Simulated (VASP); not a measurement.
Here is a VASP 6.6.1 calculation.

The input INCAR:

```
PREC = Accurate
ENCUT = 520
EDIFF = 1E-6
ISMEAR = 0
SIGMA = 0.1
LREAL = F
LASPH = T
NELM = 60
ALGO = Normal
ISIF = 2
LWAVE = F
LCHARG = T
GGA = PE
LELF = T
LVHAR = T
NBANDS = 30
```

The input KPOINTS:

```
regular mesh
0
Gamma
  4 4 4
```

Contents of POSCAR:

```
LiCl
1.0
   -4.1697405000      4.1697405000      2.5934820000
    4.1697405000     -4.1697405000      2.5934820000
    4.1697405000      4.1697405000     -2.5934820000
Li Cl
4 4
Direct
    0.1422970000      0.6422970000      0.7845940000
    0.8577030000      0.3577030000      0.2154060000
    0.3577030000      0.1422970000      0.5000000000
    0.6422970000      0.8577030000      0.5000000000
    0.8484815000      0.6515185000      0.5000000000
    0.1515185000      0.3484815000      0.5000000000
    0.6515185000      0.1515185000      0.8030370000
    0.3484815000      0.8484815000      0.1969630000
```

Potentials or basis: VASP PAW PBE potentials, release 64 (Li_sv, Cl).

Launch:

```console
$ cat potpaw_PBE.64/Li_sv/POTCAR potpaw_PBE.64/Cl/POTCAR > POTCAR
$ mpirun -np 1 vasp_std > vasp.out
```

What does it give for the largest force?

0.003 eV/Å.

Predict the band gap on the k mesh.

5.43 eV.

Forces in eV/Å, atoms in the order of the input:
```
Li   0.002  0.002  0.000
Li  -0.002 -0.002  0.000
Li   0.002 -0.002  0.000
Li  -0.002  0.002  0.000
Cl   0.002 -0.002  0.000
Cl  -0.002  0.002  0.000
Cl   0.002  0.002  0.000
Cl  -0.002 -0.002  0.000
```

 A k mesh can miss the band edges.
